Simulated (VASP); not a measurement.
# SiC4: single point with PBE

Crystal: SiC4.

```xyz
10
Lattice="2.6649 0.0000 0.0000 -1.3324 2.3079 0.0000 0.0000 0.0000 21.6100" Properties=species:S:1:pos:R:3 pbc="T T T"
Si    1.3324    0.7693    3.2415
Si    0.0000    1.5386   18.3685
C     1.3324    0.7693   20.5295
C     1.3324    0.7693    7.5635
C     1.3324    0.7693   11.8855
C     1.3324    0.7693   16.2075
C     0.0000    1.5386    1.0805
C     0.0000    1.5386    5.4025
C     0.0000    1.5386    9.7245
C     0.0000    1.5386   14.0465
```

| Item | Value |
| --- | --- |
| Program | VASP 6.6.1 |
| Task | single point |
| Functional | PBE |
| Potentials or basis | VASP PAW PBE potentials, release 64 (Si, C) |
| Cutoff | 520 eV |
| k mesh | 6 × 6 × 1 |
| Occupations | gaussian, width 0.1 eV |
| Spin | collinear spin |
| Starting moments | [0.0, 0.0, 1.0, 1.0, 1.0, 1.0, 1.0, 1.0, 1.0, 1.0] μB |
| Dipole correction | no |
| Further INCAR settings | ALGO = Normal; EDIFF = 1e-06; NBANDS = 35 |

| Item | Value |
| --- | --- |
| Pressure | -24.2 GPa |
| Largest force | 0.281 eV/Å |
| Band gap on the k mesh | zero (filled and empty bands overlap) |
| Net moment | -0.01 μB per cell |
| Valence electrons inside the program's atomic spheres | Si 1.48; C 1.98, 1.93 (each value once) |

Forces in eV/Å, atoms in the order of the input:
```
Si   0.000  0.000  0.043
Si   0.000  0.000 -0.043
C    0.000  0.000  0.281
C    0.000  0.000 -0.139
C    0.000  0.000 -0.016
C    0.000  0.000 -0.123
C    0.000  0.000 -0.281
C    0.000  0.000  0.123
C    0.000  0.000  0.016
C    0.000  0.000  0.139
```

Stress tensor (GPa, compression positive):
```
-23.41   0.00   0.00
  0.00 -23.41   0.00
  0.00   0.00 -25.89
```

Levels at points of the mesh, in eV from the Fermi level:
Spin up:
```tsv
k point	band 18	band 19	band 20	band 21	band 22	band 23
(0.00, 0.00, 0.00)	3.38	3.38	3.52	3.52	3.57	3.57
(0.50, 0.00, 0.00)	-2.19	-1.81	-1.32	-0.64	0.43	0.63
```
Spin down:
```
           k point  band 16  band 17  band 18  band 19  band 20  band 21  band 22  band 23  band 24  band 25
(0.00, 0.00, 0.00)     1.87     2.28     3.38     3.38     3.51     3.51     3.56     3.56     3.68     3.68
(0.50, 0.00, 0.00)    -3.34    -2.63    -2.19    -1.81    -1.32    -0.64     0.43     0.62     1.53     1.54
```

It took 70 s on 1 thread of Intel(R) Xeon(R) 6975P-C (Granite Rapids) (shared host), peak memory 0.3 GiB.

Caveat: the k points lie up to 0.45 Å⁻¹ apart, too coarse for converged energies and pressures of a metal.
